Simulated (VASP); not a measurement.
Set up this calculation in VASP 6.6.1, as the native input.

* Task: single point
* Functional: revpbe exchange, lda correlation
* Potentials or basis: VASP PAW PBE potentials, release 64 (Te)
* Cutoff: 500 eV
* k mesh: 9 × 9 × 9
* Occupations: gaussian, width 0.15 eV
* Spin: no spin polarisation
* Dipole correction: no
* Further INCAR settings: ALGO = Normal; EDIFF = 1e-06; NBANDS = 9

The structure of Te lies in POSCAR:

```
Te
1.0
    2.3059043450      1.3313144943      1.6909537033
   -2.3059043450      1.3313144943      1.6909537033
    0.0000000000     -2.6626289886      1.6909537033
Te
1
Direct
    0.5000000000      0.5000000000      0.5000000000
```

The input as run:

INCAR

```
SYSTEM = Te
PREC     = Accurate       ! precision mode
ENCUT    = 500            ! plane-wave cutoff, eV
EDIFF    = 1E-6           ! SCF threshold, eV
ISMEAR   = 0              ! smearing method
SIGMA    = 0.15           ! smearing width, eV
LREAL    = .FALSE.        ! projectors in reciprocal space
LASPH    = .TRUE.         ! aspherical terms in the spheres
NELM     = 120            ! most SCF steps
ALGO     = Normal         ! electronic algorithm
ISIF     = 2              ! what is computed and relaxed
LWAVE    = .FALSE.        ! write WAVECAR
LCHARG   = .FALSE.        ! write CHGCAR
GGA      = LIBXC          ! functional
LIBXC1   = GGA_X_PBE_R  
LIBXC2   = LDA_C_PW     
NBANDS   = 9              ! bands
GGA_COMPAT= .FALSE.
```

KPOINTS

```
Automatic mesh
0
G
  9 9 9
  0 0 0
```

Potentials or basis: VASP PAW PBE potentials, release 64 (Te).

The run is started by

```console
$ cat potpaw_PBE.64/Te/POTCAR > POTCAR
$ mpirun -np 1 vasp_std > vasp.out
```

It gave:

The pressure is 9.9 GPa and the band gap on the k mesh is zero (bands 3 and 4 overlap by 4.84 eV).

Caveat: the cell stands under pressure; the PAW data sets were made with another functional, which shifts forces and pressure a little; spin-orbit coupling is left out, which moves the levels of the heavy elements.

Wall time 14 s on 1 thread of Intel(R) Xeon(R) Platinum 8259CL CPU @ 2.50GHz (Skylake/Cascade Lake), with other jobs on the host, peak memory 0.15 GiB.
